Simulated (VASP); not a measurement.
# SnO (P-1) in VASP: single point with PBEsol

Aim: the single point of SnO with PBEsol.

All numbers are computed with VASP 6.6.1; they aren't measurements. Logs are shortened: lines on timing, memory, paths and dates and some standing lists are left out, and cuts for length are marked.

## 1. The cell of the first run

The typed cell holds 8 atoms: a = 3.805 Å, b = 3.805 Å, c = 9.502 Å, α = 90.00°, β = 87.71°, γ = 90.00°.

## 2. Single point, PBEsol (the part above a cut slid along it)

INCAR reads:

```
ALGO = Fast ; EDIFF = 1E-6
ENCUT = 520 ; GGA = PS
ISIF = 2 ; ISMEAR = 0
LASPH = True ; LCHARG = False
LREAL = False ; LWAVE = False
NBANDS = 50 ; NELM = 60
PREC = Accurate ; SIGMA = 0.15
```

KPOINTS reads:

```
k-points
0
Gamma
  10 10 4
```

POSCAR reads:

```
SnO
1.0
   -2.6904553516      2.6904757566      0.0000000000
   -2.6904553516     -2.6904757566      0.0000000000
   -0.2690455352      0.2690475757      9.4948200140
Sn O
4 4
Direct
   -0.0363259251      0.9991897041      0.3713622097
    0.9120534831      0.0008102959      0.8713622097
    0.4363259251      0.5008102959      0.6286377902
    0.4879465169      0.4991897041      0.1286377902
    0.9242202977      0.5007797024      0.7500000000
   -0.0242202976      0.4992202976      0.2500000000
    0.4242202977      0.0007797023      0.7500000000
    0.4757797024      0.9992202976      0.2500000000
```

Potentials or basis: VASP PAW PBE potentials, release 64 (Sn_d, O).

Command:

```
$ cat potpaw_PBE.64/Sn_d/POTCAR potpaw_PBE.64/O/POTCAR > POTCAR
$ mpirun -np 1 vasp_std > vasp.out
```

OUTCAR:

```text
EDIFF = 1E-6
   ENCUT = 520
   GGA = PS
   ISIF = 2
   ISMEAR = 0
   LASPH = True
   LREAL = False
   NELM = 60
   PREC = Accurate

 ion  position               nearest neighbor table
   1  0.964  0.999  0.371-   6 2.22   8 2.22   8 2.22   6 2.22   4 3.54   4 3.54   4 3.54   4 3.54
                             3 3.63   3 3.63   3 3.63   3 3.64
   2  0.912  0.001  0.871-   7 2.22   5 2.22   5 2.22   7 2.22   4 3.44   4 3.45   3 3.54   3 3.54
                             3 3.54   3 3.54
   3  0.436  0.501  0.629-   7 2.22   5 2.22   5 2.22   7 2.22   2 3.54   2 3.54   2 3.54   2 3.54
                             1 3.63   1 3.63   1 3.63   1 3.64
   4  0.488  0.499  0.129-   6 2.22   8 2.22   8 2.22   6 2.22   2 3.44   2 3.45   1 3.54   1 3.54
                             1 3.54   1 3.54
   5  0.924  0.501  0.750-   2 2.22   3 2.22   2 2.22   3 2.22
   6  0.976  0.499  0.250-   1 2.22   4 2.22   1 2.22   4 2.22
   7  0.424  0.001  0.750-   2 2.22   3 2.22   2 2.22   3 2.22
   8  0.476  0.999  0.250-   1 2.22   4 2.22   1 2.22   4 2.22

  LATTYP: Found a simple monoclinic cell.
 ALAT       =     3.8048928757
 B/A-ratio  =     1.0000000000
 C/A-ratio  =     2.4974266049
 COS(beta)  =    -0.0400412168

  Lattice vectors:

 A1 = (  -2.6904553516,   2.6904757566,   0.0000000000)
 A2 = (   2.6904553516,   2.6904757566,   0.0000000000)
 A3 = (   0.2690455352,  -0.2690475757,  -9.4948200140)

Analysis of symmetry for initial positions (statically):
=====================================================================
 Subroutine PRICEL returns:
 Original cell was already a primitive cell.

 Routine SETGRP: Setting up the symmetry group for a
 simple monoclinic supercell.

 Subroutine GETGRP returns: Found  2 space group operations
 (whereof  1 operations were pure point group operations)
 out of a pool of  4 trial point group operations.

The static configuration has the point symmetry C_1 .
 The point group associated with its full space group is S_2 .

Analysis of symmetry for dynamics (positions and initial velocities):
=====================================================================
 Subroutine PRICEL returns:
 Original cell was already a primitive cell.

 Routine SETGRP: Setting up the symmetry group for a
 simple monoclinic supercell.

 Subroutine GETGRP returns: Found  2 space group operations
 (whereof  1 operations were pure point group operations)
 out of a pool of  4 trial point group operations.

The dynamic configuration has the point symmetry C_1 .
 The point group associated with its full space group is S_2 .

 Subroutine INISYM returns: Found  2 space group operations
 (whereof  1 operations are pure point group operations),
 and found     1 'primitive' translations

----------------------------------------------------------------------------------------

                                     Primitive cell

  volume of cell :     137.4585

  direct lattice vectors                    reciprocal lattice vectors
    -2.690455352  2.690475757  0.000000000    -0.185842147  0.185840738 -0.010532059
    -2.690455352 -2.690475757  0.000000000    -0.185842147 -0.185840738 -0.000000000
    -0.269045535  0.269047576  9.494820014     0.000000000  0.000000000  0.105320585

  length of vectors
     3.804892876  3.804892876  9.502440697     0.263030431  0.262819489  0.105320585

  position of ions in fractional coordinates (direct lattice)
     0.963674075  0.999189704  0.371362210
     0.912053483  0.000810296  0.871362210
     0.436325925  0.500810296  0.628637790
     0.487946517  0.499189704  0.128637790
     0.924220298  0.500779702  0.750000000
     0.975779702  0.499220298  0.250000000
     0.424220298  0.000779702  0.750000000
     0.475779702  0.999220298  0.250000000

  ion indices of the primitive-cell ions
   primitive index   ion index
                 1           1
                 2           2
                 3           3
                 4           4
                 5           5
                 6           6
                 7           7
                 8           8

----------------------------------------------------------------------------------------

 KPOINTS: k-points

Automatic generation of k-mesh.
 Grid dimensions read from file:
 generate k-points for:   10   10    4

 Generating k-lattice:

  Cartesian coordinates                     Fractional coordinates (reciprocal lattice)
    -0.018584215  0.018584074 -0.001053206     0.100000000  0.000000000  0.000000000
    -0.018584215 -0.018584074 -0.000000000     0.000000000  0.100000000 -0.000000000
     0.000000000  0.000000000  0.026330146     0.000000000  0.000000000  0.250000000

  Length of vectors
     0.026303043  0.026281949  0.026330146

  Shift w.r.t. Gamma in fractional coordinates (k-lattice)
     0.000000000  0.000000000  0.000000000

 Subroutine IBZKPT returns following result:
 ===========================================

 Found    204 irreducible k-points:

 Following reciprocal coordinates:
            Coordinates               Weight
  0.000000  0.000000  0.000000      1.000000
  0.100000 -0.000000  0.000000      2.000000
  0.200000 -0.000000  0.000000      2.000000
  0.300000 -0.000000  0.000000      2.000000
  0.400000 -0.000000  0.000000      2.000000
  0.500000 -0.000000  0.000000      1.000000
[... 16 lines left out ...]
 -0.300000  0.200000  0.000000      2.000000
  0.400000  0.200000  0.000000      2.000000
 [... further k-points ...]
   k-points           NKPTS =    204   k-points in BZ     NKDIM =    204   number of bands    NBANDS=     50
   number of dos      NEDOS =    301   number of ions     NIONS =      8
   total plane-waves  NPLWV =  56448
   dimension x,y,z NGX =    28 NGY =   28 NGZ =   72
   dimension x,y,z NGXF=    56 NGYF=   56 NGZF=  144
   ions per type =               4   4
   NGX,Y,Z   is equivalent  to a cutoff of  12.23, 12.23, 12.60 a.u.
   NGXF,Y,Z  is equivalent  to a cutoff of  24.47, 24.47, 25.19 a.u.
 SYSTEM =  unknown system
   PREC   = accura    normal or accurate (medium, high low for compatibility)
   ISTART =      0    job   : 0-new  1-cont  2-samecut
   ICHARG =      2    charge: 1-file 2-atom 10-const
   ISPIN  =      1    spin polarized calculation?
   LNONCOLLINEAR =      F non collinear calculations
   LSORBIT =      F    spin-orbit coupling
   LASPH  =      T    aspherical Exc in radial PAW
   ENCUT  =  520.0 eV  38.22 Ry    6.18 a.u.   7.07  7.07 17.67*2*pi/ulx,y,z
   NELM   =     60;   NELMIN=  2; NELMDL= -5     # of ELM steps
   EDIFF  = 0.1E-05   stopping-criterion for ELM
   LREAL  =      F    real-space projection
   EDIFFG = 0.1E-04   stopping-criterion for IOM
   NSW    =      0    number of steps for IOM
   IBRION =     -1    ionic relax: 0-MD 1-quasi-New 2-CG
   NFREE  =      0    steps in history (QN), initial steepest desc. (CG)
   ISIF   =      2    stress and relaxation
   ISYM   =      2    0-nonsym 1-usesym 2-fastsym
   POTIM  = 0.5000    time-step for ionic-motion
   TEBEG  =    0.0;   TEEND  =   0.0 temperature during run
   PSTRESS=    0.0 pullay stress
   NELECT =      80.0000    total number of electrons
   NUPDOWN=      -1.0000    fix difference up-down
   EMIN   =  10.00;   EMAX   =-10.00  energy-range for DOS
   EFERMI =   0.00;   METHOD = LEGACY
   ISMEAR =     0;   SIGMA  =   0.15  broadening in eV -4-tet -1-fermi 0-gaus
   EFERMI_NEDOS =   21; number of points for ismear=-14 and -15
   IALGO  =     68    algorithm
   IMIX   =      4    mixing-type and parameters
     AMIX     =   0.40;   BMIX     =  1.00
     AMIX_MAG =   1.60;   BMIX_MAG =  1.00
  volume/ion in A,a.u.               =      17.18       115.95
  Fermi-wavevector in a.u.,A,eV,Ry     =   1.366829  2.582933 25.418709  1.868222
  Thomas-Fermi vector in A             =   2.492935
   LORBIT       =      0    0 simple, 1 ext, 2 COOP (PROOUT), +10 PAW based schemes
   GGA     = PS    functional components
   LHFCALC =     F    Hartree Fock is set to
   AEXX    =    0.0000 exact exchange contribution
   IVDW    =     0    specifies the selected vdW correction
   LEPSILON=     F    determine dielectric tensor
   LRPA    =     F    only Hartree local field effects (RPA)
 non-spin polarized calculation
 RMM-DIIS sequential band-by-band and
 Gauss-broadening in eV      SIGMA  =   0.15
  energy-cutoff  :      520.00
  volume of cell :      137.46
 maximum number of plane-waves:      3728
   NGX = 15   NGY = 15   NGZ = 35

 number of electron      80.0000002 magnetization

 Free energy of the ion-electron system (eV)
  ---------------------------------------------------
  ext. energy  EPLUGINS =         0.00000000
  ---------------------------------------------------
  free energy    TOTEN  =       -48.38545844 eV

  energy without entropy =      -48.38201269  energy(sigma->0) =      -48.38373556

 E-fermi :   7.3304     XC(G=0): -10.5967

 val. band max:        7.2558754031   @ k =   0.1000  -0.0000   0.0000
 cond. band min:       7.4216351304   @ k =   0.5000   0.4000   0.0000
 fundamental gap:      0.1657597273
 Fermi energy:         7.3303716203

 k-point     1 :       0.0000    0.0000    0.0000
  band No.  band energies     occupation
      1     -14.6994      2.00000
      2     -14.6777      2.00000
      3     -14.2683      2.00000
      4     -14.2616      2.00000
      5     -14.2571      2.00000
      6     -14.2443      2.00000
[... 42 lines left out ...]
     49      12.7049      0.00000
     50      13.0384      0.00000

 k-point     2 :       0.1000   -0.0000    0.0000
  band No.  band energies     occupation
      1     -14.6939      2.00000
      2     -14.6744      2.00000
      3     -14.2690      2.00000
      4     -14.2591      2.00000
      5     -14.2549      2.00000
      6     -14.2434      2.00000
[... 1158 lines left out ...]
 k-point    24 :       0.4000    0.2000    0.0000
  band No.  band energies     occupation
      1     -14.6302      2.00000
      2     -14.6230      2.00000
      3     -14.5452      2.00000
      4     -14.5367      2.00000
      5     -14.2461      2.00000
      6     -14.2330      2.00000
[... 42 lines left out ...]
     49      13.3976      0.00000
     50      13.9179      0.00000

 [... further k-points ...]

------------------------ aborting loop because EDIFF is reached ----------------------------------------

  FORCE on cell =-STRESS in cart. coord.  units (eV):
  Direction    XX          YY          ZZ          XY          YZ          ZX
  --------------------------------------------------------------------------------------
  -------------------------------------------------------------------------------------
  Total        0.3455478      0.3530830      0.4330591      0.0713112     -0.6086229      0.6048154
  in kB        4.0276069      4.1154352      5.0476141      0.8311836     -7.0939357      7.0495565
  external PRESSURE =       4.3968854 kB  Pullay stress =       0.0000000 kB

 VOLUME and BASIS-vectors are now :
 -----------------------------------------------------------------------------
  energy-cutoff  :      520.00
  volume of cell :      137.46
      direct lattice vectors                 reciprocal lattice vectors
    -2.690455352  2.690475757  0.000000000    -0.185842147  0.185840738 -0.010532059
    -2.690455352 -2.690475757  0.000000000    -0.185842147 -0.185840738 -0.000000000
    -0.269045535  0.269047576  9.494820014     0.000000000  0.000000000  0.105320585

 POSITION                                       TOTAL-FORCE (eV/Angst)
 -----------------------------------------------------------------------------------
     -5.38091      0.00436      3.52602         0.009526     -0.013050      0.091519
     -2.69046      2.68612      8.27343        -0.077748      0.082386      0.027795
     -2.69046     -0.00436      5.96880        -0.009526      0.013050     -0.091519
     -2.69046      0.00436      1.22139         0.077748     -0.082386     -0.027795
     -4.03568      1.34104      7.12112         0.005840     -0.003865     -0.013129
     -4.03568      1.34943      2.37371         0.078268     -0.079747     -0.008451
     -1.34523      1.34104      7.12112        -0.078268      0.079747      0.008451
     -4.03568     -1.34104      2.37371        -0.005840      0.003865      0.013129
 -----------------------------------------------------------------------------------
    total drift:                               -0.000241      0.000233     -0.000067

  FREE ENERGIE OF THE ION-ELECTRON SYSTEM (eV)
  ---------------------------------------------------
  free  energy   TOTEN  =       -48.3854584432 eV

  energy  without entropy=      -48.3820126859  energy(sigma->0) =      -48.38373556
```

It took 40 min on 1 thread of Oxide Virtual Turin-like, shared host; peak memory 0.93 GiB.

Results:

```
Free energy            : -48.3855 eV
Pressure               : 0.4 GPa
Largest force          : 0.117 eV/Å
Band gap on the k mesh : zero (bands 40 and 41 overlap by 0.06 eV)
```

Forces on the atoms (eV/Å):
```
Sn   0.010 -0.013  0.092
Sn  -0.078  0.082  0.028
Sn  -0.010  0.013 -0.092
Sn   0.078 -0.082 -0.028
O    0.006 -0.004 -0.013
O    0.078 -0.080 -0.008
O   -0.078  0.080  0.008
O   -0.006  0.004  0.013
```

Stress tensor (GPa, compression positive):
```
 0.40  0.08  0.70
 0.08  0.41 -0.71
 0.70 -0.71  0.50
```

Caveat: the cell differs from its parent crystal (the part above a cut slid along it); semilocal functionals underestimate gaps, and a narrow one can read as zero; the PAW data sets were made with another functional, which shifts forces and pressure a little; spin-orbit coupling is left out, which moves the levels of the heavy elements.

The gap in the log of VASP goes by the Fermi energy; the results here count the filled bands.